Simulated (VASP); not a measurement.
# Br (I4/mmm) in VASP: single point with LDA

Aim: the single point of Br with LDA.

All numbers are computed with VASP 6.6.1; they aren't measurements. Logs are shortened: lines on timing, memory, paths and dates and some standing lists are left out, and cuts for length are marked.

**1. The cell of the first run**

Symmetry: I4/mmm, No. 139, tetragonal system. Conventional cell: a = 2.847 Å, b = 2.847 Å, c = 7.155 Å, α = 90.00°, β = 90.00°, γ = 90.00°. Within 3.8 Å of Br (site symmetry 4/mmm) lie 4 Br at 2.85 Å.

**2. Single point, LDA, collinear spin, zero start**

INCAR reads:

```
SYSTEM = Br
PREC = Accurate
ENCUT = 500
EDIFF = 1E-6
ISMEAR = -1
SIGMA = 0.15
LREAL = .FALSE.
LASPH = .TRUE.
NELM = 200
ALGO = Normal
ISIF = 2
LWAVE = .FALSE.
LCHARG = .FALSE.
ISPIN = 2
MAGMOM = 0
LORBIT = 11
NBANDS = 14
GGA_COMPAT = .FALSE.
```

KPOINTS reads:

```
Automatic mesh
0
G
  12 12 12
  0 0 0
```

POSCAR reads:

```
Br
1.0
   -1.4234900000      1.4234900000      3.5775150000
    1.4234900000     -1.4234900000      3.5775150000
    1.4234900000      1.4234900000     -3.5775150000
Br
1
Direct
    0.0000000000      0.0000000000      0.0000000000
```

Potentials or basis: VASP PAW LDA potentials, release 64 (Br).

Command:

```bash
cat potpaw_LDA.64/Br/POTCAR > POTCAR
mpirun -np 1 vasp_std > vasp.out
```

OUTCAR:

```text
SYSTEM = Br
   PREC = Accurate
   ENCUT = 500
   EDIFF = 1E-6
   ISMEAR = -1
   LREAL = .FALSE.
   LASPH = .TRUE.
   NELM = 200
   ISIF = 2
   ISPIN = 2
   LORBIT = 11

 ion  position               nearest neighbor table
   1  0.000  0.000  0.000-

  LATTYP: Found a body centered tetragonal cell.
 ALAT       =     2.8469800000
 C/A-ratio  =     2.5131999522

  Lattice vectors:

 A1 = (  -1.4234900000,   1.4234900000,   3.5775150000)
 A2 = (   1.4234900000,  -1.4234900000,   3.5775150000)
 A3 = (   1.4234900000,   1.4234900000,  -3.5775150000)

Analysis of symmetry for initial positions (statically):
=====================================================================
 Subroutine PRICEL returns:
 Original cell was already a primitive cell.

 Routine SETGRP: Setting up the symmetry group for a
 body centered tetragonal supercell.

 Subroutine GETGRP returns: Found 16 space group operations
 (whereof 16 operations were pure point group operations)
 out of a pool of 16 trial point group operations.

The static configuration has the point symmetry D_4h.

Analysis of symmetry for dynamics (positions and initial velocities):
=====================================================================
 Subroutine PRICEL returns:
 Original cell was already a primitive cell.

 Routine SETGRP: Setting up the symmetry group for a
 body centered tetragonal supercell.

 Subroutine GETGRP returns: Found 16 space group operations
 (whereof 16 operations were pure point group operations)
 out of a pool of 16 trial point group operations.

The dynamic configuration has the point symmetry D_4h.

Analysis of structural, dynamic, and magnetic symmetry:
=====================================================================
 Subroutine PRICEL returns:
 Original cell was already a primitive cell.

 Routine SETGRP: Setting up the symmetry group for a
 body centered tetragonal supercell.

 Subroutine GETGRP returns: Found 16 space group operations
 (whereof 16 operations were pure point group operations)
 out of a pool of 16 trial point group operations.

The overall configuration has the point symmetry D_4h.

 Subroutine INISYM returns: Found 16 space group operations
 (whereof 16 operations are pure point group operations),
 and found     1 'primitive' translations

----------------------------------------------------------------------------------------

                                     Primitive cell

  volume of cell :      28.9968

  direct lattice vectors                    reciprocal lattice vectors
    -1.423490000  1.423490000  3.577515000     0.000000000  0.351249394  0.139761818
     1.423490000 -1.423490000  3.577515000     0.351249394  0.000000000  0.139761818
     1.423490000  1.423490000 -3.577515000     0.351249394  0.351249394  0.000000000

  length of vectors
     4.105028762  4.105028762  4.105028762     0.378033732  0.378033732  0.496741657

  position of ions in fractional coordinates (direct lattice)
     0.000000000  0.000000000  0.000000000

  ion indices of the primitive-cell ions
   primitive index   ion index
                 1           1

----------------------------------------------------------------------------------------

 KPOINTS: Automatic mesh

Automatic generation of k-mesh.
 Grid dimensions read from file:
 generate k-points for:   12   12   12

 Generating k-lattice:

  Cartesian coordinates                     Fractional coordinates (reciprocal lattice)
     0.000000000  0.029270783  0.011646818     0.083333333 -0.000000000  0.000000000
     0.029270783  0.000000000  0.011646818    -0.000000000  0.083333333  0.000000000
     0.029270783  0.029270783  0.000000000     0.000000000  0.000000000  0.083333333

  Length of vectors
     0.031502811  0.031502811  0.041395138

  Shift w.r.t. Gamma in fractional coordinates (k-lattice)
     0.000000000  0.000000000  0.000000000

 Subroutine IBZKPT returns following result:
 ===========================================

 Found    163 irreducible k-points:

 Following reciprocal coordinates:
            Coordinates               Weight
  0.000000  0.000000  0.000000      1.000000
  0.083333  0.000000  0.000000      8.000000
  0.166667  0.000000  0.000000      8.000000
  0.250000 -0.000000  0.000000      8.000000
  0.333333  0.000000  0.000000      8.000000
  0.416667  0.000000  0.000000      8.000000
[... 16 lines left out ...]
  0.500000  0.166667  0.000000     16.000000
 -0.416667  0.166667  0.000000     16.000000
 [... further k-points ...]
   k-points           NKPTS =    163   k-points in BZ     NKDIM =    163   number of bands    NBANDS=     14
   number of dos      NEDOS =    301   number of ions     NIONS =      1
   total plane-waves  NPLWV =  27000
   dimension x,y,z NGX =    30 NGY =   30 NGZ =   30
   dimension x,y,z NGXF=    60 NGYF=   60 NGZF=   60
   ions per type =               1
   NGX,Y,Z   is equivalent  to a cutoff of  12.15, 12.15, 12.15 a.u.
   NGXF,Y,Z  is equivalent  to a cutoff of  24.30, 24.30, 24.30 a.u.
 SYSTEM =  Br
   PREC   = accura    normal or accurate (medium, high low for compatibility)
   ISTART =      0    job   : 0-new  1-cont  2-samecut
   ICHARG =      2    charge: 1-file 2-atom 10-const
   ISPIN  =      2    spin polarized calculation?
   LNONCOLLINEAR =      F non collinear calculations
   LSORBIT =      F    spin-orbit coupling
   LASPH  =      T    aspherical Exc in radial PAW
   ENCUT  =  500.0 eV  36.75 Ry    6.06 a.u.   7.48  7.48  7.48*2*pi/ulx,y,z
   NELM   =    200;   NELMIN=  2; NELMDL= -5     # of ELM steps
   EDIFF  = 0.1E-05   stopping-criterion for ELM
   LREAL  =      F    real-space projection
   EDIFFG = 0.1E-04   stopping-criterion for IOM
   NSW    =      0    number of steps for IOM
   IBRION =     -1    ionic relax: 0-MD 1-quasi-New 2-CG
   NFREE  =      0    steps in history (QN), initial steepest desc. (CG)
   ISIF   =      2    stress and relaxation
   ISYM   =      2    0-nonsym 1-usesym 2-fastsym
   POTIM  = 0.5000    time-step for ionic-motion
   TEBEG  =    0.0;   TEEND  =   0.0 temperature during run
   PSTRESS=    0.0 pullay stress
   NELECT =       7.0000    total number of electrons
   NUPDOWN=      -1.0000    fix difference up-down
   EMIN   =  10.00;   EMAX   =-10.00  energy-range for DOS
   EFERMI =   0.00;   METHOD = LEGACY
   ISMEAR =    -1;   SIGMA  =   0.15  broadening in eV -4-tet -1-fermi 0-gaus
   EFERMI_NEDOS =   21; number of points for ismear=-14 and -15
   IALGO  =     38    algorithm
   IMIX   =      4    mixing-type and parameters
     AMIX     =   0.40;   BMIX     =  1.00
     AMIX_MAG =   1.60;   BMIX_MAG =  1.00
  volume/ion in A,a.u.               =      29.00       195.68
  Fermi-wavevector in a.u.,A,eV,Ry     =   1.019352  1.926296 14.137515  1.039078
  Thomas-Fermi vector in A             =   2.152861
   LORBIT       =     11    0 simple, 1 ext, 2 COOP (PROOUT), +10 PAW based schemes
   GGA     = CA    functional components
   LHFCALC =     F    Hartree Fock is set to
   AEXX    =    0.0000 exact exchange contribution
   IVDW    =     0    specifies the selected vdW correction
   LEPSILON=     F    determine dielectric tensor
   LRPA    =     F    only Hartree local field effects (RPA)
 spin polarized calculation
  energy-cutoff  :      500.00
  volume of cell :       29.00
 maximum number of plane-waves:       769
 NGX is ok and might be reduce to    30
   NGX = 15   NGY = 15   NGZ = 15

 number of electron       6.9999999 magnetization      -0.0000017

 number of electron       6.9999999 magnetization       0.0000027

 Free energy of the ion-electron system (eV)
  ---------------------------------------------------
  ext. energy  EPLUGINS =         0.00000000
  ---------------------------------------------------
  free energy    TOTEN  =        -2.01746189 eV

  energy without entropy =       -1.98203008  energy(sigma->0) =       -1.99974598

 E-fermi :   1.3629     XC(G=0):  -9.0581

 val. band max:        1.2351113361   @ k =  -0.3333   0.3333   0.1667
 cond. band min:       1.4473551008   @ k =  -0.4167   0.5000   0.4167
 fundamental gap:      0.2122437647
 Fermi energy:         1.3629425924

 spin component 1

 k-point     1 :       0.0000    0.0000    0.0000
  band No.  band energies     occupation
      1     -14.8744      1.00000
      2      -0.8641      1.00000
      3       2.3376      0.00150
      4       2.3376      0.00150
      5       6.4556      0.00000
      6      11.2184      0.00000
      7      11.5786      0.00000
      8      17.1879      0.00000
      9      17.1879      0.00000
     10      17.5590      0.00000
     11      19.8162      0.00000
     12      23.8928      0.00000
     13      27.8097      0.00000
     14      27.8097      0.00000
[... 375 lines left out ...]
 k-point    24 :      -0.4167    0.1667    0.0000
  band No.  band energies     occupation
      1     -13.0686      1.00000
      2      -3.7760      1.00000
      3      -0.1022      0.99994
      4       1.1548      0.80023
      5       8.3795      0.00000
      6      11.0035      0.00000
      7      12.8939      0.00000
      8      15.9161      0.00000
      9      16.2189      0.00000
     10      19.7452      0.00000
     11      22.8074      0.00000
     12      24.0365      0.00000
     13      25.2373      0.00000
     14      27.4796      0.00000

 [... further k-points ...]

 spin component 2

 k-point     1 :       0.0000    0.0000    0.0000
  band No.  band energies     occupation
      1     -14.8744      1.00000
      2      -0.8641      1.00000
      3       2.3376      0.00150
      4       2.3376      0.00150
      5       6.4556      0.00000
      6      11.2184      0.00000
      7      11.5787      0.00000
      8      17.1879      0.00000
      9      17.1879      0.00000
     10      17.5590      0.00000
     11      19.8162      0.00000
     12      23.8928      0.00000
     13      27.8097      0.00000
     14      27.8097      0.00000
[... 375 lines left out ...]
 k-point    24 :      -0.4167    0.1667    0.0000
  band No.  band energies     occupation
      1     -13.0686      1.00000
      2      -3.7760      1.00000
      3      -0.1022      0.99994
      4       1.1548      0.80023
      5       8.3795      0.00000
      6      11.0035      0.00000
      7      12.8939      0.00000
      8      15.9161      0.00000
      9      16.2189      0.00000
     10      19.7452      0.00000
     11      22.8074      0.00000
     12      24.0365      0.00000
     13      25.2373      0.00000
     14      27.4796      0.00000

 [... further k-points ...]

------------------------ aborting loop because EDIFF is reached ----------------------------------------

  FORCE on cell =-STRESS in cart. coord.  units (eV):
  Direction    XX          YY          ZZ          XY          YZ          ZX
  --------------------------------------------------------------------------------------
  -------------------------------------------------------------------------------------
  Total       -0.5649765     -0.5649765     -0.1618826      0.0000000      0.0000000      0.0000000
  in kB      -31.2169669    -31.2169669     -8.9445891      0.0000000      0.0000000      0.0000000
  external PRESSURE =     -23.7928409 kB  Pullay stress =       0.0000000 kB

 VOLUME and BASIS-vectors are now :
 -----------------------------------------------------------------------------
  energy-cutoff  :      500.00
  volume of cell :       29.00
      direct lattice vectors                 reciprocal lattice vectors
    -1.423490000  1.423490000  3.577515000     0.000000000  0.351249394  0.139761818
     1.423490000 -1.423490000  3.577515000     0.351249394  0.000000000  0.139761818
     1.423490000  1.423490000 -3.577515000     0.351249394  0.351249394  0.000000000

 POSITION                                       TOTAL-FORCE (eV/Angst)
 -----------------------------------------------------------------------------------
      0.00000      0.00000      0.00000         0.000000      0.000000      0.000000
 -----------------------------------------------------------------------------------
    total drift:                                0.000000      0.000000      0.000000

  FREE ENERGIE OF THE ION-ELECTRON SYSTEM (eV)
  ---------------------------------------------------
  free  energy   TOTEN  =        -2.0174618851 eV

  energy  without entropy=       -1.9820300819  energy(sigma->0) =       -1.99974598

 total charge

# of ion       s       p       d       tot
------------------------------------------
    1        1.654   3.008   0.030   4.692

 magnetization (x)

# of ion       s       p       d       tot
------------------------------------------
    1       -0.000   0.000   0.000  -0.000
```

Wall time 89 s (1 thread of AMD EPYC 7R13 (Zen 3), shared host); peak memory 0.19 GiB.

What came out:

```yaml
Free_energy: -2.0175 eV
Pressure: -2.4 GPa
Net_moment: 0.00 μB per cell
Valence_electrons_inside_the_program's_atomic_spheres: Br 4.69
```
